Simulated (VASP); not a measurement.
KF, 4 atoms in the cell. The structure is hexagonal, space group P6_3/mmc (No. 194). Conventional cell: a = 4.353 Å, b = 4.353 Å, c = 5.121 Å, α = 90.00°, β = 90.00°, γ = 120.00°. K (site symmetry -6m2) has 5 F at 2.51 to 2.56 Å within 3.3 Å. Within 3.3 Å of F (site symmetry -6m2) lie 5 K at 2.51 to 2.56 Å. 

* Program: VASP 6.6.1
* Task: single point
* Functional: LDA
* Potentials or basis: VASP PAW LDA potentials, release 64 (K_sv, F)
* Cutoff: 520 eV
* k mesh: 6 × 6 × 4
* Occupations: fermi-dirac, width 0.02 eV
* Spin: no spin polarisation
* Dipole correction: no
* Further INCAR settings: ALGO = Normal; EDIFF = 1e-07; NBANDS = 24

Potentials or basis: VASP PAW LDA potentials, release 64 (K_sv, F).

Launch:

```bash
$ cat potpaw_LDA.64/K_sv/POTCAR potpaw_LDA.64/F/POTCAR > POTCAR
$ mpirun -np 1 vasp_std > vasp.out
```

Hardware: 1 thread of Intel Xeon 8259CL, on a shared host.

How long does it take, and how much memory?

Wall time 68 s on 1 thread of Intel Xeon 8259CL, with other jobs on the host, peak memory 0.18 GiB. Counts: scf iterations 16, k points 21.
